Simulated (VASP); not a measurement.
Set up this calculation in VASP 6.6.1, as the native input.

- Task: single point
- Functional: HSE06
- Potentials or basis: VASP PAW PBE potentials, release 64 (B, P, Al)
- Cutoff: 520 eV
- k mesh: 4 × 4 × 4
- Occupations: gaussian, width 0.01 eV
- Spin: no spin polarisation
- Dipole correction: no
- Grid for exact exchange (PRECFOCK): Fast
- Further INCAR settings: ALGO = Normal; EDIFF = 1e-06; NBANDS = 26
- Share of exact exchange: 0.25
- Screening parameter: 0.2079 1/Å

Al3BP4:

```
B P Al
1.0
     5.25553    0.00000    0.00000
     0.00000    5.25553    0.00000
     0.00000    0.00000    5.25553
B P Al
1 4 3
Direct
  0.00000 0.00000 0.00000
  0.22680 0.22680 0.22680
  0.77320 0.77320 0.22680
  0.77320 0.22680 0.77320
  0.22680 0.77320 0.77320
  0.50000 0.50000 0.00000
  0.50000 0.00000 0.50000
  0.00000 0.50000 0.50000
```

The input as run:

POSCAR

```
Al3BP4
1.0
    5.2555315205      0.0000000000      0.0000000000
    0.0000000000      5.2555315205      0.0000000000
    0.0000000000      0.0000000000      5.2555315205
B P Al
1 4 3
Direct
    0.0000000000      0.0000000000      0.0000000000
    0.2268043652      0.2268043652      0.2268043652
    0.7731956348      0.7731956348      0.2268043652
    0.7731956348      0.2268043652      0.7731956348
    0.2268043652      0.7731956348      0.7731956348
    0.5000000000      0.5000000000      0.0000000000
    0.5000000000      0.0000000000      0.5000000000
    0.0000000000      0.5000000000      0.5000000000
```

INCAR.step1

```
  PREC = Accurate
  ENCUT = 520
  EDIFF = 1E-5
  ISMEAR = 0
  SIGMA = 0.01
  LREAL = F
  LASPH = T
  NELM = 100
  ALGO = Normal
  ISIF = 2
  LWAVE = T
  GGA = PE
  NBANDS = 26
  KPAR = 4
```

INCAR.step2

```
  PREC = Accurate
  ENCUT = 520
  EDIFF = 1E-6
  ISMEAR = 0
  SIGMA = 0.01
  LREAL = F
  LASPH = T
  NELM = 100
  ALGO = Normal
  ISIF = 2
  LWAVE = F
  LCHARG = T
  GGA = PE
  LHFCALC = T
  HFSCREEN = 0.2079
  PRECFOCK = Fast
  LVHAR = T
  ISTART = 1
  NBANDS = 26
  KPAR = 4
```

KPOINTS

```
Automatic mesh
0
Gamma
  4 4 4
```

Potentials or basis: VASP PAW PBE potentials, release 64 (B, P, Al).

Launch:

```bash
$ cat potpaw_PBE.64/B/POTCAR potpaw_PBE.64/P/POTCAR potpaw_PBE.64/Al/POTCAR > POTCAR
$ cp INCAR.step1 INCAR
$ mpirun -np 4 vasp_std > vasp.out
$ cp INCAR.step2 INCAR
$ mpirun -np 4 vasp_std > vasp.out
```

It gave:

```json
{
  "Pressure": "-0.7 GPa",
  "Largest force": "0.087 eV/Å",
  "Band gap on the k mesh": "1.78 eV (least direct gap 2.04 eV)"
}
```

Caveat: the PAW data sets were made with another functional, which shifts forces and pressure a little.

Run time: 8.7 min on 4 MPI ranks on Oxide Virtual Turin-like Processor (shared host), peak memory 0.34 GiB a rank.
